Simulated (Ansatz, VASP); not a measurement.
## Two plane-wave programs on Se

```xyz
2
Lattice="3.4415 0.0000 0.0000 -1.7208 2.9805 0.0000 0.0000 0.0000 6.2082" Properties=species:S:1:pos:R:3 pbc="T T T"
Se    0.0000    0.0000    5.1220
Se    0.0000    0.0000    1.0862
```

Alike in both runs: functional PBE; k mesh 18 × 18 × 10; occupations gaussian, width 0.1 eV; no spin polarisation.

Ansatz relaxed the structure, and its values are those at the end. VASP's run is a single point on that final structure, the one shown.

```csv
,VASP,Ansatz
version,VASP 6.6.1,Ansatz 0.2.0
potentials or method,"VASP PAW PBE potentials, release 64 (Se), cutoff 520 eV","scalar-relativistic, plane waves, PAW"
valence electrons in the cell,12,32
```

Ansatz gave:

| Quantity | Value |
| --- | --- |
| gap on the k mesh at the Fermi level (eV) | none |
| pressure (GPa) | 0.0 |
| rms of the force components (eV/Å) | 0.001 |

Q: Estimate VASP's values.

A: gap on the k mesh at the Fermi level (eV): none; pressure (GPa): 0.1; rms of the force components (eV/Å): 0.037.

A gap of «none» marks a metal or a gap that the smearing closes. VASP's potentials hold 12 valence electrons a cell and Ansatz's 32, so a difference there can come from the potentials and not from the codes.
